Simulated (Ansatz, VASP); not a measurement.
**One calculation of CoO, two programs**

Contents of INCAR:

```
PREC = Accurate ; ENCUT = 520
EDIFF = 1E-6 ; ISMEAR = 0
SIGMA = 0.05 ; LREAL = False
LASPH = True ; NELM = 150
ALGO = Normal ; ISIF = 2
LWAVE = False ; LCHARG = False
ISPIN = 2 ; MAGMOM = 2.8 -2.8 0 0
LORBIT = 11 ; LMAXMIX = 4
LDAU = True ; LDAUTYPE = 2
LDAUL = 2 -1 ; LDAUU = 3.3 0
LDAUJ = 0 0 ; LDAUPRINT = 1
GGA = PE ; NBANDS = 27
```

KPOINTS

```
Automatic mesh
0
Gamma
  10 10 10
```

File POSCAR:

```
CoO
1.0
   -2.1310873345     -2.1310873345      4.2920764659
   -4.2920764659     -2.1310873345      2.1310873345
   -2.1310873345     -4.2920764659      2.1310873345
Co O
2 2
Direct
    0.0000000000      0.0000000000      0.0000000000
    0.5000000000      0.5000000000      0.5000000000
    1.2499999996     -0.7500000004     -0.7500000004
    1.7500000004     -0.2499999996     -0.2499999996
```

Input for Ansatz:

```yaml
crystal:
  lattice:
    - [-2.1310873345, -2.1310873345, 4.2920764659]
    - [-4.2920764659, -2.1310873345, 2.1310873345]
    - [-2.1310873345, -4.2920764659, 2.1310873345]
  atoms:
    - { symbol: Co, position: [0.0, 0.0, 0.0], spin: 2.8 }
    - { symbol: O, position: [1.2499999996, -0.7500000004, -0.7500000004] }
    - { symbol: Co, position: [0.5, 0.5, 0.5], spin: -2.8 }
    - { symbol: O, position: [1.7500000004, -0.2499999996, -0.2499999996] }
basis:
  ecutwfc: 420
  ecutrho_ratio: 4
kpoints:
  mp_grid: { grid: [10, 10, 10] }
  band_path:
    path:
      - [[0.0, 0.0, 0.0], [1.0, 1.0, 1.0], [1.0, 0.75175694, 1.24824306]]
      - [[0.24824306, 0.0, 0.75175694], [0.5, 0.0, 0.5], [0.0, 0.0, 0.0], [0.0, -0.37587847, 0.37587847]]
      - [[0.62412153, 0.37587847, 1.0], [0.5, 0.5, 1.0], [0.0, 0.0, 0.0]]
    npoints: 14
hamiltonian:
  xc: pbe
  hubbard: { sites: [{ species: Co, l: d, u_eff: 3.3 }] }
scf:
  occupations: { method: gaussian, width: 0.05 }
  lower_state_search: "off"
  n_extra_bands: 19
output:
  forces: true
  stress: true
  eigenvalues: true
  populations: true
  hubbard: { sites: [{ species: Co, l: d }] }
  dos: { projected: true, de: 0.02, nscf_kmesh: { grid: [15, 15, 15] } }
  bader: true
magnetization:
  spin_polarized: true
checkpoint:
  read: start.run
  write: ck
  compress: false
  write_wavefunctions: false
  write_every: 100000
```

Alike in both runs: task single point; functional PBE; k mesh 10 × 10 × 10; occupations gaussian, width 0.05 eV; collinear spin; Hubbard terms Co d U = 3.3 eV.

|  | VASP | Ansatz |
| --- | --- | --- |
| version | VASP 6.6.1 | Ansatz 0.2.0 |
| potentials or method | VASP PAW PBE potentials, release 64 (Co, O), cutoff 520 eV | scalar-relativistic, plane waves, PAW |
| valence electrons in the cell | 30 | 46 |

Ansatz gave:

* pressure (GPa): 0.0
* net moment per atom (μB): 0.00
* size of the moment on the site where the two differ most (μB): 2.54

Task: Estimate VASP's values.

Result: Pressure (GPa): -6.7; net moment per atom (μB): 0.00; size of the moment on the site where the two differ most (μB): 2.66.

Site moments also hang on the region over which each program counts them. The programs project onto different local orbitals, so the same U acts differently, and such runs can settle in different states. VASP's potentials hold 30 valence electrons a cell and Ansatz's 46, so a difference there can come from the potentials and not from the codes. Ansatz's warnings: stability check not made.
